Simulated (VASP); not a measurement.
Wanted: the native input for a VASP 6.6.1 run.

```yaml
Task: single point
Functional: LDA
Potentials_or_basis: VASP PAW LDA potentials, release 64 (Zr_sv, B)
Cutoff: 520 eV
k_mesh: 18 × 18 × 18
Occupations: gaussian, width 0.15 eV
Spin: no spin polarisation
Dipole_correction: no
Further_INCAR_settings: ALGO = Normal; EDIFF = 1e-06; NBANDS = 14
```

The structure of ZrB lies in POSCAR:

```
ZrB
1.0
    0.0000000000      2.4089726623      2.7197301357
    2.4089726623      0.0000000000      2.7197301357
    2.4089726623      2.4089726623      0.0000000000
Zr B
1 1
Direct
    0.0000000000      0.0000000000      0.0000000000
    0.5000000000      0.5000000000      0.5000000000
```

This cell differs from its parent crystal: volume 15.783 Å^3 an atom, c/a of the conventional cell 1.1290.

One way to write it, as run:

INCAR

```
ALGO = Normal
EDIFF = 1E-6
ENCUT = 520
GGA = CA
ISIF = 2
ISMEAR = 0
LASPH = True
LCHARG = False
LREAL = False
LWAVE = False
NBANDS = 14
NELM = 100
PREC = Accurate
SIGMA = 0.15
```

KPOINTS

```
k-points
0
Gamma
  18 18 18
```

Potentials or basis: VASP PAW LDA potentials, release 64 (Zr_sv, B).

The run is started by

```console
$ cat potpaw_LDA.64/Zr_sv/POTCAR potpaw_LDA.64/B/POTCAR > POTCAR
$ mpirun -np 1 vasp_std > vasp.out
```

It gave:

```yaml
Pressure: -12.4 GPa
```

Run time: 2.5 min on 1 thread of AMD EPYC 9R45 (Zen 5) (shared host), peak memory 0.28 GiB.
